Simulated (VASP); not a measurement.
# InSb (Pmmn) in VASP: single point with LDA

Aim: the single point of InSb with LDA.

Program: VASP 6.6.1. These are calculated values, not measurements. Logs are shortened: lines on timing, memory, paths and dates and some standing lists are left out, and cuts for length are marked.

## 1. The cell of the first run

It takes space group Pmmn (No. 59, orthorhombic). The conventional cell has a = 5.462 Å, b = 5.824 Å, c = 3.123 Å, α = 90.00°, β = 90.00°, γ = 90.00°. Within 3.7 Å of In (site symmetry mm2) lie 4 Sb at 2.78 to 2.96 Å and 2 In at 3.12 Å. Within 3.7 Å of Sb (site symmetry mm2) lie 4 In at 2.78 to 2.96 Å and 2 Sb at 3.12 Å.

## 2. Single point, LDA (volume scaled by 1.06)

Input file INCAR:

```
  PREC = Accurate
  ENCUT = 520
  EDIFF = 1E-7
  ISMEAR = -1
  SIGMA = 0.08
  LREAL = False
  LASPH = True
  NELM = 60
  ALGO = Normal
  ISIF = 2
  LWAVE = False
  LCHARG = True
  LELF = True
  LVHAR = True
  NBANDS = 26
```

Input file KPOINTS:

```
regular mesh
0
Gamma
  6 6 11
```

Input file POSCAR:

```
InSb
1.0
    5.4620658897      0.0000000000      0.0000000000
    0.0000000000      5.8240284417      0.0000000000
    0.0000000000      0.0000000000      3.1230740751
In Sb
2 2
Direct
    0.0000000000      0.0000000000      0.0000000000
    0.5000000000      0.5000000000      0.0000000000
    0.5000000000      0.0000000000      0.8350000000
    0.0000000000      0.5000000000      0.1650000000
```

Potentials or basis: VASP PAW LDA potentials, release 64 (In_d, Sb).

Run with:

```
$ cat potpaw_LDA.64/In_d/POTCAR potpaw_LDA.64/Sb/POTCAR > POTCAR
$ mpirun -np 1 vasp_std > vasp.out
```

OUTCAR:

```text
PREC = Accurate
   ENCUT = 520
   EDIFF = 1E-7
   ISMEAR = -1
   LREAL = False
   LASPH = True
   NELM = 60
   ISIF = 2

 ion  position               nearest neighbor table
   1  0.000  0.000  0.000-   3 2.78   3 2.78   4 2.96   4 2.96   3 3.78   3 3.78   2 3.99   2 3.99
                             2 3.99   2 3.99
   2  0.500  0.500  0.000-   4 2.78   4 2.78   3 2.96   3 2.96   4 3.78   4 3.78   1 3.99   1 3.99
                             1 3.99   1 3.99
   3  0.500  0.000  0.835-   1 2.78   1 2.78   2 2.96   2 2.96   1 3.78   1 3.78
   4  0.000  0.500  0.165-   2 2.78   2 2.78   1 2.96   1 2.96   2 3.78   2 3.78

  LATTYP: Found a simple orthorhombic cell.
 ALAT       =     3.1230740751
 B/A-ratio  =     1.7489389487
 C/A-ratio  =     1.8648383937

  Lattice vectors:

 A1 = (   0.0000000000,   0.0000000000,   3.1230740751)
 A2 = (   5.4620658897,   0.0000000000,   0.0000000000)
 A3 = (   0.0000000000,   5.8240284417,   0.0000000000)

Analysis of symmetry for initial positions (statically):
=====================================================================
 Subroutine PRICEL returns:
 Original cell was already a primitive cell.

 Routine SETGRP: Setting up the symmetry group for a
 simple orthorhombic supercell.

 Subroutine GETGRP returns: Found  8 space group operations
 (whereof  4 operations were pure point group operations)
 out of a pool of  8 trial point group operations.

The static configuration has the point symmetry C_2v.
 The point group associated with its full space group is D_2h.

Analysis of symmetry for dynamics (positions and initial velocities):
=====================================================================
 Subroutine PRICEL returns:
 Original cell was already a primitive cell.

 Routine SETGRP: Setting up the symmetry group for a
 simple orthorhombic supercell.

 Subroutine GETGRP returns: Found  8 space group operations
 (whereof  4 operations were pure point group operations)
 out of a pool of  8 trial point group operations.

The dynamic configuration has the point symmetry C_2v.
 The point group associated with its full space group is D_2h.

 Subroutine INISYM returns: Found  8 space group operations
 (whereof  4 operations are pure point group operations),
 and found     1 'primitive' translations

----------------------------------------------------------------------------------------

                                     Primitive cell

  volume of cell :      99.3488
[... 87 lines left out ...]
   ISPIN  =      1    spin polarized calculation?
   LNONCOLLINEAR =      F non collinear calculations
   LSORBIT =      F    spin-orbit coupling
   LASPH  =      T    aspherical Exc in radial PAW
   ENCUT  =  520.0 eV  38.22 Ry    6.18 a.u.  10.16 10.83  5.81*2*pi/ulx,y,z
   NELM   =     60;   NELMIN=  2; NELMDL= -5     # of ELM steps
   EDIFF  = 0.1E-06   stopping-criterion for ELM
   LREAL  =      F    real-space projection
   EDIFFG = 0.1E-05   stopping-criterion for IOM
   NSW    =      0    number of steps for IOM
   IBRION =     -1    ionic relax: 0-MD 1-quasi-New 2-CG
   NFREE  =      0    steps in history (QN), initial steepest desc. (CG)
   ISIF   =      2    stress and relaxation
   ISYM   =      2    0-nonsym 1-usesym 2-fastsym
   POTIM  = 0.5000    time-step for ionic-motion
   TEBEG  =    0.0;   TEEND  =   0.0 temperature during run
   PSTRESS=    0.0 pullay stress
   NELECT =      36.0000    total number of electrons
   NUPDOWN=      -1.0000    fix difference up-down
   EMIN   =  10.00;   EMAX   =-10.00  energy-range for DOS
   EFERMI =   0.00;   METHOD = LEGACY
   ISMEAR =    -1;   SIGMA  =   0.08  broadening in eV -4-tet -1-fermi 0-gaus
   EFERMI_NEDOS =   21; number of points for ismear=-14 and -15
   IALGO  =     38    algorithm
   IMIX   =      4    mixing-type and parameters
     AMIX     =   0.40;   BMIX     =  1.00
     AMIX_MAG =   1.60;   BMIX_MAG =  1.00
  volume/ion in A,a.u.               =      24.84       167.61
  Fermi-wavevector in a.u.,A,eV,Ry     =   1.167136  2.205567 18.533941  1.362206
  Thomas-Fermi vector in A             =   2.303640
   LORBIT       =      0    0 simple, 1 ext, 2 COOP (PROOUT), +10 PAW based schemes
   GGA     = CA    functional components
   LHFCALC =     F    Hartree Fock is set to
   AEXX    =    0.0000 exact exchange contribution
   IVDW    =     0    specifies the selected vdW correction
   LEPSILON=     F    determine dielectric tensor
   LRPA    =     F    only Hartree local field effects (RPA)
 non-spin polarized calculation
  energy-cutoff  :      520.00
  volume of cell :       99.35
 maximum number of plane-waves:      2694
 NGX is ok and might be reduce to    42
   NGX = 21   NGY = 21   NGZ = 11

 number of electron      35.9999996 magnetization

 Free energy of the ion-electron system (eV)
  ---------------------------------------------------
  ext. energy  EPLUGINS =         0.00000000
  ---------------------------------------------------
  free energy    TOTEN  =       -15.79954612 eV

  energy without entropy =      -15.76856795  energy(sigma->0) =      -15.78405703

 E-fermi :   8.5346     XC(G=0): -10.6510

 val. band max:        8.5215183571   @ k =   0.1667   0.3333   0.4545
 cond. band min:       8.5871702211   @ k =   0.3333   0.1667   0.4545
 fundamental gap:      0.0656518639
 Fermi energy:         8.5345745492

 k-point     1 :       0.0000    0.0000    0.0000
  band No.  band energies     occupation
      1      -6.5090      2.00000
      2      -6.5054      2.00000
      3      -6.3926      2.00000
      4      -6.2058      2.00000
      5      -6.1967      2.00000
      6      -6.0725      2.00000
[... 685 lines left out ...]
     25      15.4203      0.00000
     26      15.4203      0.00000

 [... further k-points ...]
[... 5 lines left out ...]
  --------------------------------------------------------------------------------------
  -------------------------------------------------------------------------------------
  Total        9.3278936      2.2692754     -0.1968899      0.0000000      0.0000000      0.0000000
  in kB      150.4289620     36.5961239     -3.1752014      0.0000000      0.0000000      0.0000000
  external PRESSURE =      61.2832948 kB  Pullay stress =       0.0000000 kB

 VOLUME and BASIS-vectors are now :
 -----------------------------------------------------------------------------
  energy-cutoff  :      520.00
  volume of cell :       99.35
      direct lattice vectors                 reciprocal lattice vectors
     5.462065890  0.000000000  0.000000000     0.183080911  0.000000000  0.000000000
     0.000000000  5.824028442  0.000000000     0.000000000  0.171702458  0.000000000
     0.000000000  0.000000000  3.123074075     0.000000000  0.000000000  0.320197336

 POSITION                                       TOTAL-FORCE (eV/Angst)
 -----------------------------------------------------------------------------------
      0.00000      0.00000      0.00000         0.000000      0.000000      0.208553
      2.73103      2.91201      0.00000         0.000000      0.000000     -0.208553
      2.73103      0.00000      2.60777         0.000000      0.000000     -0.470122
      0.00000      2.91201      0.51531         0.000000      0.000000      0.470122
 -----------------------------------------------------------------------------------
    total drift:                                0.000000     -0.000000     -0.000000

  FREE ENERGIE OF THE ION-ELECTRON SYSTEM (eV)
  ---------------------------------------------------
  free  energy   TOTEN  =       -15.7995461241 eV

  energy  without entropy=      -15.7685679455  energy(sigma->0) =      -15.78405703
```

Run time: 2.2 min. Hardware: 1 thread of Intel Xeon 6975P-C (Granite Rapids), shared host; peak memory 0.33 GiB.

What came out:

```
Free energy            : -15.7995 eV
Pressure               : 6.1 GPa
Largest force          : 0.470 eV/Å
Band gap on the k mesh : zero (band 18 reaches 10.03 eV, above the bottom of band 19 at 7.01 eV)
```

Forces in eV/Å, atoms in the order of the input:
```
In   0.000  0.000  0.209
In   0.000  0.000 -0.209
Sb   0.000  0.000 -0.470
Sb   0.000  0.000  0.470
```

Stress tensor (GPa, compression positive):
```
15.04  0.00  0.00
 0.00  3.66  0.00
 0.00  0.00 -0.32
```

Levels at points of the mesh, in eV from the Fermi level:
```
           k point  band 15  band 16  band 17  band 18  band 19  band 20  band 21  band 22
(0.00, 0.00, 0.00)    -5.37    -2.88    -2.76    -2.03     3.23     4.05     4.10     6.04
(0.50, 0.00, 0.00)    -4.13    -4.13     0.94     0.94     3.99     3.99     4.42     4.42
(0.00, 0.50, 0.00)    -4.32    -4.32    -0.34    -0.34     3.61     3.61     4.27     4.27
(0.50, 0.50, 0.00)    -0.40    -0.40     1.33     1.33     2.36     2.36     2.53     2.53
```

Caveat: spin-orbit coupling is left out, which moves the levels of the heavy elements.
